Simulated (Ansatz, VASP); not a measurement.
## W in VASP and in Ansatz

```
CELL_PARAMETERS angstrom
-1.58480 1.58480 1.58480
1.58480 -1.58480 1.58480
1.58480 1.58480 -1.58480
ATOMIC_POSITIONS crystal
W 0.00000 0.00000 0.00000
```

Alike in both runs: task single point; functional r2SCAN; k mesh 14 × 14 × 14; occupations methfessel-paxton of order 1, width 0.01 eV; no spin polarisation.

|  | VASP | Ansatz |
| --- | --- | --- |
| version | VASP 6.6.1 | Ansatz 0.2.0 |
| potentials or method | VASP PAW PBE potentials, release 64 (W_sv), cutoff 520 eV | plane waves (500 eV) with PAW, scalar-relativistic |
| valence electrons in the cell | 14 | 14 |

Ansatz gave:

```
pressure (GPa) : 0.2
```

Which values does VASP return?

Pressure (GPa): 1.4.

VASP's potentials were made for PBE, not for r2SCAN. The functional is the same, so the differences come from potentials, cutoffs and numerics.

Neither program's run includes spin-orbit coupling.
